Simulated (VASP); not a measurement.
A run of VASP 6.6.1 is set up as follows.

The input INCAR:

```
PREC     = Accurate       # precision mode
ENCUT    = 520            # plane-wave cutoff, eV
EDIFF    = 1E-6           # SCF threshold, eV
ISMEAR   = -1             # smearing method
SIGMA    = 0.05           # smearing width, eV
LREAL    = F              # projectors in reciprocal space
LASPH    = T              # aspherical terms in the spheres
NELM     = 80             # most SCF steps
ALGO     = Normal         # electronic algorithm
ISIF     = 2              # what is computed and relaxed
LWAVE    = F              # write WAVECAR
LCHARG   = F              # write CHGCAR
GGA      = PE             # functional
NBANDS   = 11             # bands
```

Contents of KPOINTS:

```
Automatic mesh
0
Gamma
  9 9 9
```

The input POSCAR:

```
BeS
1.0
    0.0000000000      2.3922257121      2.3922257121
    2.3922257121      0.0000000000      2.3922257121
    2.3922257121      2.3922257121      0.0000000000
S Be
1 1
Direct
    0.7500000000      0.7500000000      0.7500000000
    0.0000000000      0.0000000000      0.0000000000
```

Potentials or basis: VASP PAW PBE potentials, release 64 (S, Be).

Launch:

```bash
$ cat potpaw_PBE.64/S/POTCAR potpaw_PBE.64/Be/POTCAR > POTCAR
$ mpirun -np 1 vasp_std > vasp.out
```

**Question.** What does it give for the pressure?

**Answer.** 5.9 GPa.

**Question.** What does it give for the band gap on the k mesh?

**Answer.** 3.11 eV (least direct gap 5.65 eV).

Caveat: the cell stands under pressure; an odd mesh through Γ misses points on the zone boundary, where band edges can lie.
